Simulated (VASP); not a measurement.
Here is a VASP 6.6.1 calculation.

Contents of INCAR:

```
ALGO     = Normal         # electronic algorithm
EDIFF    = 1E-6           # SCF threshold, eV
ENCUT    = 520            # plane-wave cutoff, eV
GGA      = PE             # functional
ISIF     = 2              # what is computed and relaxed
ISMEAR   = -1             # smearing method
LASPH    = T              # aspherical terms in the spheres
LCHARG   = F              # write CHGCAR
LREAL    = F              # projectors in reciprocal space
LWAVE    = F              # write WAVECAR
NBANDS   = 11             # bands
NELM     = 80             # most SCF steps
PREC     = Accurate       # precision mode
SIGMA    = 0.1            # smearing width, eV
```

Contents of KPOINTS:

```
k-points
0
Gamma
  16 16 16
```

Contents of POSCAR:

```
BN
1.0
    0.0000000000      1.7097833382      1.7097833382
    1.7097833382      0.0000000000      1.7097833382
    1.7097833382      1.7097833382      0.0000000000
B N
1 1
Direct
    0.0000000000      0.0000000000      0.0000000000
    0.5000000000      0.5000000000      0.5000000000
```

Potentials or basis: VASP PAW PBE potentials, release 64 (B, N).

Command:

```sh
$ cat potpaw_PBE.64/B/POTCAR potpaw_PBE.64/N/POTCAR > POTCAR
$ mpirun -np 1 vasp_std > vasp.out
```

Predict the pressure.

31.9 GPa.

Estimate the band gap on the k mesh.

1.73 eV, indirect (least direct gap 6.08 eV).

A k mesh can miss the band edges. PBE gaps usually lie below the measured ones, often by a third to a half.
